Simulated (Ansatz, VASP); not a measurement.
## MnO in VASP and in Ansatz

```
Mn O
1.0
     0.00000    2.22200    2.22200
     2.22200    0.00000    2.22200
     2.22200    2.22200    0.00000
Mn O
1 1
Direct
  0.00000 0.00000 0.00000
  0.50000 0.50000 0.50000
```

Alike in both runs: task relaxation of cell and atoms; functional PBE; k mesh 16 × 16 × 16; occupations gaussian, width 0.1 eV; collinear spin.

```csv
,VASP,Ansatz
version,VASP 6.6.1,Ansatz 0.2.0
potentials or method,"VASP PAW PBE potentials, release 64 (Mn_pv, O), cutoff 600 eV","scalar-relativistic, plane waves, PAW"
valence electrons in the cell,19,21
```

VASP gave:

* gap on the k mesh at the Fermi level, each at its own relaxed structure (eV): none
* net moment per atom (μB): 2.38
* size of the moment on the site where the two differ most (μB): 4.33
* relaxed volume (Å³/atom): 10.96
* relaxed cell length with the largest relative difference (Å): 3.141

Problem. What did Ansatz give for the same quantities?

Solution. gap on the k mesh at the Fermi level, each at its own relaxed structure (eV): none; net moment per atom (μB): 2.38; size of the moment on the site where the two differ most (μB): 4.04; relaxed volume (Å³/atom): 10.96; relaxed cell length with the largest relative difference (Å): 3.141.

Site moments also hang on the region over which each program counts them. A gap of «none» marks a metal or a gap that the smearing closes. VASP's potentials hold 19 valence electrons a cell and Ansatz's 21, so a difference there can come from the potentials and not from the codes.
